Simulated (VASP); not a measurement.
Input of a VASP 6.6.1 run:

The input INCAR:

```
ALGO = Normal
EDIFF = 1E-7
ENCUT = 520
GGA = CA
ISIF = 2
ISMEAR = 0
LASPH = True
LCHARG = False
LREAL = False
LWAVE = False
NBANDS = 13
NELM = 80
PREC = Accurate
SIGMA = 0.15
```

The input KPOINTS:

```
k-points
0
Gamma
  14 14 14
```

The input POSCAR:

```
Se
1.0
    0.0000000000      3.2995580843      2.8046243716
    3.2995580843      0.0000000000      2.8046243716
    3.2995580843      3.2995580843      0.0000000000
Se
2
Direct
    0.5000000000      0.5000000000      0.5000000000
    0.7500000000      0.7500000000      0.7500000000
```

Potentials or basis: VASP PAW LDA potentials, release 64 (Se).

Launch:

```console
$ cat potpaw_LDA.64/Se/POTCAR > POTCAR
$ mpirun -np 1 vasp_std > vasp.out
```

(1) Estimate the band gap on the k mesh.

(2) What does it give for the pressure?

## Answers

(1) zero (band 6 reaches 2.56 eV, above the bottom of band 7 at 1.58 eV).

(2) -2.5 GPa.
